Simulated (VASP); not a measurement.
Crystal: BP.

```
B P
1.0
     5.15769    0.00000    0.00000
     0.00000    5.15769    0.00000
     0.00000    0.00000    5.15769
B P
4 4
Cartesian
  4.5130 4.5130 4.5130
  3.2236 0.6447 1.9341
  0.6447 1.9341 3.2236
  1.9341 3.2236 0.6447
  1.9341 1.9341 1.9341
  0.6447 3.2236 4.5130
  3.2236 4.5130 0.6447
  4.5130 0.6447 3.2236
```

- Program: VASP 6.6.1
- Task: relaxation of cell and atoms
- Functional: PBE
- Potentials or basis: VASP PAW PBE potentials, release 64 (B, P)
- Cutoff: 600 eV
- k mesh: 4 × 4 × 4
- Occupations: gaussian, width 0.1 eV
- Spin: no spin polarisation

At the start: pressure 9.5 GPa; volume 17.15 Å³/atom.

Q: Where does the relaxation end?

A: Over 3 steps the energy falls by 46.6 meV/atom and the volume is 18.83 Å³/atom (+9.8 %); space group P4_132 (No. 213, to 0.05 Å).

Step by step:
```tsv
step	energy change (eV)	largest force (eV/Å)	pressure (GPa)	volume (Å³)
1	0.0000	0.0000	9.55	137.20
2	-0.2712	0.0000	-3.98	158.52
3	-0.3728	0.0000	0.00	150.66
```

Final structure:
```
CELL_PARAMETERS angstrom
5.32107 0.00000 0.00000
0.00000 5.32107 0.00000
0.00000 0.00000 5.32107
ATOMIC_POSITIONS crystal
B 0.87500 0.87500 0.87500
B 0.62500 0.12500 0.37500
B 0.12500 0.37500 0.62500
B 0.37500 0.62500 0.12500
P 0.37500 0.37500 0.37500
P 0.12500 0.62500 0.87500
P 0.62500 0.87500 0.12500
P 0.87500 0.12500 0.62500
```
